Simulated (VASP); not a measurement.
A run of VASP 6.6.1:

File INCAR:

```
SYSTEM = CsCdPO4
PREC = Accurate
ENCUT = 520
EDIFF = 1E-8
ISMEAR = -1
SIGMA = 0.02
LREAL = Auto
LASPH = .TRUE.
NELM = 120
ALGO = Normal
ISIF = 2
LWAVE = .FALSE.
LCHARG = .FALSE.
GGA = PE
LEFG = .TRUE.
NBANDS = 136
GGA_COMPAT = .FALSE.
```

The input KPOINTS:

```
Automatic mesh
0
G
  3 4 3
  0 0 0
```

POSCAR

```
CsCdPO4
1.0
    9.0589000000      0.0000000000      0.0000000000
    0.0000000000      5.6406000000      0.0000000000
   -0.0403007454      0.0000000000      9.4633141874
Cs Cd P O
4 4 4 16
Direct
    0.1775300000      0.8859900000      0.0141300000
    0.8224700000      0.3859900000      0.9858700000
    0.3226600000      0.9272000000      0.5135700000
    0.6773400000      0.4272000000      0.4864300000
    0.0737400000      0.4384400000      0.3412800000
    0.9262600000      0.9384400000      0.6587200000
    0.5964100000      0.8780200000      0.1632700000
    0.4035900000      0.3780200000      0.8367300000
    0.6014000000      0.8789000000      0.8111000000
    0.3986000000      0.3789000000      0.1889000000
    0.9176000000      0.9023000000      0.3071000000
    0.0824000000      0.4023000000      0.6929000000
    0.9394000000      0.6853000000      0.2102000000
    0.0606000000      0.1853000000      0.7898000000
    0.4213000000      0.1147000000      0.2248000000
    0.5787000000      0.6147000000      0.7752000000
    0.6844000000      0.9028000000      0.9540000000
    0.3156000000      0.4028000000      0.0460000000
    0.4491000000      0.0058000000      0.8159000000
    0.5509000000      0.5058000000      0.1841000000
    0.9911000000      0.1196000000      0.2402000000
    0.0089000000      0.6196000000      0.7598000000
    0.9940000000      0.8322000000      0.4475000000
    0.0060000000      0.3322000000      0.5525000000
    0.7524000000      0.9476000000      0.3328000000
    0.2476000000      0.4476000000      0.6672000000
    0.6948000000      0.9909000000      0.6932000000
    0.3052000000      0.4909000000      0.3068000000
```

Potentials or basis: VASP PAW PBE potentials, release 64 (Cs_sv, Cd_sv_GW, P, O).

Launch:

```bash
$ cat potpaw_PBE.64/Cs_sv/POTCAR potpaw_PBE.64/Cd_sv_GW/POTCAR potpaw_PBE.64/P/POTCAR potpaw_PBE.64/O/POTCAR > POTCAR
$ mpirun -np 1 vasp_std > vasp.out
```

Hardware: 1 thread of AMD EPYC 9R45 96-Core Processor (Zen 5), on a shared host.

How long does it take, and how much memory?

It took 32 min on 1 thread of AMD EPYC 9R45 96-Core Processor (Zen 5) (shared host), peak memory 0.85 GiB. Counts: scf iterations 22, k points 15.
